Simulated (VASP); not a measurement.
# SiC (CsCl type) (Pm-3m) in VASP: further runs

SiC (CsCl type) is run at these levels: PBE; tasks: single point, relaxation of cell and atoms.

All numbers are computed with VASP 6.6.1; they aren't measurements. Logs are shortened: lines on timing, memory, paths and dates and some standing lists are left out, and cuts for length are marked.

### 1 The cell of the first run

It takes space group Pm-3m (No. 221, cubic). The conventional cell has a = 2.190 Å, b = 2.190 Å, c = 2.190 Å, α = 90.00°, β = 90.00°, γ = 90.00°. Within 2.5 Å of Si (site symmetry m-3m) lie 8 C at 1.90 Å and 6 Si at 2.19 Å. Within 2.5 Å of C (site symmetry m-3m) lie 8 Si at 1.90 Å and 6 C at 2.19 Å.

### 2 Single point, PBE

File INCAR:

```
ALGO = Normal ; EDIFF = 1E-6
ENCUT = 520 ; GGA = PE
ISIF = 2 ; ISMEAR = -1
LASPH = T ; LCHARG = F
LREAL = F ; LWAVE = F
NBANDS = 11 ; NELM = 80
PREC = Accurate ; SIGMA = 0.05
```

File KPOINTS:

```
k-points
0
Gamma
  16 16 16
```

File POSCAR:

```
SiC
1.0
    2.1895492718      0.0000000000      0.0000000000
    0.0000000000      2.1895492718      0.0000000000
    0.0000000000      0.0000000000      2.1895492718
Si C
1 1
Direct
    0.0000000000      0.0000000000      0.0000000000
    0.5000000000      0.5000000000      0.5000000000
```

Potentials or basis: VASP PAW PBE potentials, release 64 (Si, C).

Run with:

```console
cat potpaw_PBE.64/Si/POTCAR potpaw_PBE.64/C/POTCAR > POTCAR
mpirun -np 1 vasp_std > vasp.out
```

OUTCAR:

```text
EDIFF = 1E-6
   ENCUT = 520
   GGA = PE
   ISIF = 2
   ISMEAR = -1
   LASPH = T
   LREAL = F
   NELM = 80
   PREC = Accurate

 ion  position               nearest neighbor table
   1  0.000  0.000  0.000-   2 1.90   2 1.90   2 1.90   2 1.90   2 1.90   2 1.90   2 1.90   2 1.90

   2  0.500  0.500  0.500-   1 1.90   1 1.90   1 1.90   1 1.90   1 1.90   1 1.90   1 1.90   1 1.90

  LATTYP: Found a simple cubic cell.
 ALAT       =     2.1895492718

  Lattice vectors:

 A1 = (   2.1895492718,   0.0000000000,   0.0000000000)
 A2 = (   0.0000000000,   2.1895492718,   0.0000000000)
 A3 = (   0.0000000000,   0.0000000000,   2.1895492718)

Analysis of symmetry for initial positions (statically):
=====================================================================
 Subroutine PRICEL returns:
 Original cell was already a primitive cell.

 Routine SETGRP: Setting up the symmetry group for a
 simple cubic supercell.

 Subroutine GETGRP returns: Found 48 space group operations
 (whereof 48 operations were pure point group operations)
 out of a pool of 48 trial point group operations.

The static configuration has the point symmetry O_h .

Analysis of symmetry for dynamics (positions and initial velocities):
=====================================================================
 Subroutine PRICEL returns:
 Original cell was already a primitive cell.

 Routine SETGRP: Setting up the symmetry group for a
 simple cubic supercell.

 Subroutine GETGRP returns: Found 48 space group operations
 (whereof 48 operations were pure point group operations)
 out of a pool of 48 trial point group operations.

The dynamic configuration has the point symmetry O_h .

 Subroutine INISYM returns: Found 48 space group operations
 (whereof 48 operations are pure point group operations),
 and found     1 'primitive' translations

----------------------------------------------------------------------------------------

                                     Primitive cell

  volume of cell :      10.4970

  direct lattice vectors                    reciprocal lattice vectors
     2.189549272  0.000000000  0.000000000     0.456715002  0.000000000  0.000000000
     0.000000000  2.189549272  0.000000000     0.000000000  0.456715002  0.000000000
     0.000000000  0.000000000  2.189549272     0.000000000  0.000000000  0.456715002

  length of vectors
     2.189549272  2.189549272  2.189549272     0.456715002  0.456715002  0.456715002
[... 80 lines left out ...]
   NELM   =     80;   NELMIN=  2; NELMDL= -5     # of ELM steps
   EDIFF  = 0.1E-05   stopping-criterion for ELM
   LREAL  =      F    real-space projection
[... 7 lines left out ...]
   TEBEG  =    0.0;   TEEND  =   0.0 temperature during run
   PSTRESS=    0.0 pullay stress
   NELECT =       8.0000    total number of electrons
   NUPDOWN=      -1.0000    fix difference up-down
   EMIN   =  10.00;   EMAX   =-10.00  energy-range for DOS
   EFERMI =   0.00;   METHOD = LEGACY
   ISMEAR =    -1;   SIGMA  =   0.05  broadening in eV -4-tet -1-fermi 0-gaus
   EFERMI_NEDOS =   21; number of points for ismear=-14 and -15
   IALGO  =     38    algorithm
   IMIX   =      4    mixing-type and parameters
     AMIX     =   0.40;   BMIX     =  1.00
     AMIX_MAG =   1.60;   BMIX_MAG =  1.00
  volume/ion in A,a.u.               =       5.25        35.42
  Fermi-wavevector in a.u.,A,eV,Ry     =   1.495375  2.825849 30.424617  2.236146
  Thomas-Fermi vector in A             =   2.607528
   LORBIT       =      0    0 simple, 1 ext, 2 COOP (PROOUT), +10 PAW based schemes
   GGA     = PE    functional components
   LHFCALC =     F    Hartree Fock is set to
   AEXX    =    0.0000 exact exchange contribution
   IVDW    =     0    specifies the selected vdW correction
   LEPSILON=     F    determine dielectric tensor
   LRPA    =     F    only Hartree local field effects (RPA)
 non-spin polarized calculation
  energy-cutoff  :      520.00
  volume of cell :       10.50
 maximum number of plane-waves:       300
   NGX =  9   NGY =  9   NGZ =  9

 number of electron       8.0000001 magnetization

 Free energy of the ion-electron system (eV)
  ---------------------------------------------------
  ext. energy  EPLUGINS =         0.00000000
  ---------------------------------------------------
  free energy    TOTEN  =        -6.02766044 eV

  energy without entropy =       -6.02324281  energy(sigma->0) =       -6.02545163

 E-fermi :  21.1203     XC(G=0): -15.0684

 val. band max:       21.0984299316   @ k =   0.3750   0.3125   0.0625
 cond. band min:      21.1431185934   @ k =   0.3125   0.1250   0.0000
 fundamental gap:      0.0446886619
 Fermi energy:        21.1203058520

 k-point     1 :       0.0000    0.0000    0.0000
  band No.  band energies     occupation
      1      -3.8672      2.00000
      2      19.2812      2.00000
      3      19.2812      2.00000
      4      19.2812      2.00000
      5      24.4337      0.00000
      6      24.4337      0.00000
      7      32.0490      0.00000
      8      44.1711      0.00000
      9      44.1711      0.00000
     10      44.1711      0.00000
     11      47.7521      0.00000
[... 309 lines left out ...]
 k-point    24 :       0.5000    0.1250    0.0000
  band No.  band energies     occupation
      1       2.5441      2.00000
      2       4.1379      2.00000
      3      19.5964      2.00000
      4      22.1367      0.00000
      5      26.2433      0.00000
      6      33.1885      0.00000
      7      33.8022      0.00000
      8      33.8072      0.00000
      9      37.7896      0.00000
     10      39.4062      0.00000
     11      46.1729      0.00000

 [... further k-points ...]

------------------------ aborting loop because EDIFF is reached ----------------------------------------

  FORCE on cell =-STRESS in cart. coord.  units (eV):
  Direction    XX          YY          ZZ          XY          YZ          ZX
  --------------------------------------------------------------------------------------
  -------------------------------------------------------------------------------------
  Total       20.9716262     20.9716262     20.9716262      0.0000000     -0.0000000     -0.0000000
  in kB     3200.9472957   3200.9472957   3200.9472957      0.0000000     -0.0000000     -0.0000000
  external PRESSURE =    3200.9472957 kB  Pullay stress =       0.0000000 kB

 VOLUME and BASIS-vectors are now :
 -----------------------------------------------------------------------------
  energy-cutoff  :      520.00
  volume of cell :       10.50
      direct lattice vectors                 reciprocal lattice vectors
     2.189549272  0.000000000  0.000000000     0.456715002  0.000000000  0.000000000
     0.000000000  2.189549272  0.000000000     0.000000000  0.456715002  0.000000000
     0.000000000  0.000000000  2.189549272     0.000000000  0.000000000  0.456715002

 POSITION                                       TOTAL-FORCE (eV/Angst)
 -----------------------------------------------------------------------------------
      0.00000      0.00000      0.00000         0.000000      0.000000      0.000000
      1.09477      1.09477      1.09477         0.000000      0.000000      0.000000
 -----------------------------------------------------------------------------------
    total drift:                                0.000000      0.000000      0.000000

  FREE ENERGIE OF THE ION-ELECTRON SYSTEM (eV)
  ---------------------------------------------------
  free  energy   TOTEN  =        -6.0276604361 eV

  energy  without entropy=       -6.0232428145  energy(sigma->0) =       -6.02545163
```

OSZICAR:

```text
N       E                     dE             d eps       ncg     rms          rms(c)
DAV:   1     0.920724474582E+01    0.92072E+01   -0.45853E+03  4151   0.659E+02
DAV:   2    -0.673413635521E+01   -0.15941E+02   -0.15075E+02  4409   0.115E+02
DAV:   3    -0.702359643872E+01   -0.28946E+00   -0.28586E+00  4620   0.110E+01
DAV:   4    -0.702384547814E+01   -0.24904E-03   -0.24903E-03  4123   0.387E-01
DAV:   5    -0.702384566912E+01   -0.19098E-06   -0.19002E-06  4442   0.971E-03    0.130E+01
DAV:   6    -0.608499052614E+01    0.93886E+00   -0.20658E+00  3714   0.786E+00    0.686E+00
DAV:   7    -0.603832482545E+01    0.46666E-01   -0.12797E-01  4617   0.244E+00    0.265E+00
DAV:   8    -0.602821525975E+01    0.10110E-01   -0.22787E-03  4135   0.372E-01    0.435E-01
DAV:   9    -0.602766293710E+01    0.55232E-03   -0.13416E-04  4655   0.879E-02    0.133E-01
DAV:  10    -0.602766027862E+01    0.26585E-05   -0.53945E-06  4421   0.163E-02    0.621E-03
DAV:  11    -0.602766043612E+01   -0.15751E-06   -0.47677E-07  2440   0.374E-03
   1 F= -.60276604E+01 E0= -.60254516E+01  d E =-.441762E-02
```

stdout:

```text
POSCAR found type information on POSCAR SiC
 POSCAR found :  2 types and       2 ions
 scaLAPACK will be used
 LDA part: xc-table for (Slater+PW92), standard interpolation
 POSCAR, INCAR and KPOINTS ok, starting setup
 FFT: planning ... GRIDC
 FFT: planning ... GRID_SOFT
 FFT: planning ... GRID
 WAVECAR not read
 entering main loop
```

Run time: 6.6 s. Hardware: 1 thread of Intel Xeon Platinum 8259CL at 2.50GHz (Skylake/Cascade Lake), shared host; peak memory 0.12 GiB.

What came out:

```yaml
Free_energy: -6.0277 eV
Pressure: 320.1 GPa
Band_gap_on_the_k_mesh: zero (band 4 reaches 22.57 eV, above the bottom of band 5 at 17.99 eV)
```

### 3 Single point, PBE

File INCAR:

```
SYSTEM = SiC
ALGO = Normal
EDIFF = 1E-6
ENCUT = 520
GGA = PE
ISIF = 2
ISMEAR = -1
LASPH = .TRUE.
LCHARG = .FALSE.
LREAL = .FALSE.
LWAVE = .FALSE.
NBANDS = 11
NELM = 80
PREC = Accurate
SIGMA = 0.05
```

File KPOINTS:

```
k-points
0
G
  16 16 16
  0 0 0
```

POSCAR is that of step 2.

Potentials or basis: VASP PAW PBE potentials, release 64 (Si, C).

Run with:

```console
cat potpaw_PBE.64/Si/POTCAR potpaw_PBE.64/C/POTCAR > POTCAR
mpirun -np 1 vasp_std > vasp.out
```

Run time: 6.8 s. Hardware: 1 thread of Intel Xeon Platinum 8259CL at 2.50GHz (Skylake/Cascade Lake), shared host; peak memory 0.12 GiB.

Results (log left out):

| Quantity | Value |
| --- | --- |
| Free energy | -6.0277 eV |
| Pressure | 320.1 GPa |
| Band gap on the k mesh | zero (band 4 reaches 22.57 eV, above the bottom of band 5 at 17.99 eV) |

Levels at points of the mesh, in eV from the Fermi level:
```
           k point  band 2  band 3  band 4  band 5  band 6  band 7
(0.00, 0.00, 0.00)   -1.84   -1.84   -1.84    3.31    3.31   10.93
(0.50, 0.00, 0.00)  -17.40    0.68    0.68    8.56   12.14   12.40
(0.50, 0.50, 0.00)  -12.91  -12.85   -5.81    3.81   14.55   14.55
(0.50, 0.50, 0.50)   -8.63   -8.63   -5.79   -2.46   -2.46   -2.46
```

(Continued in part 2 of 2.)
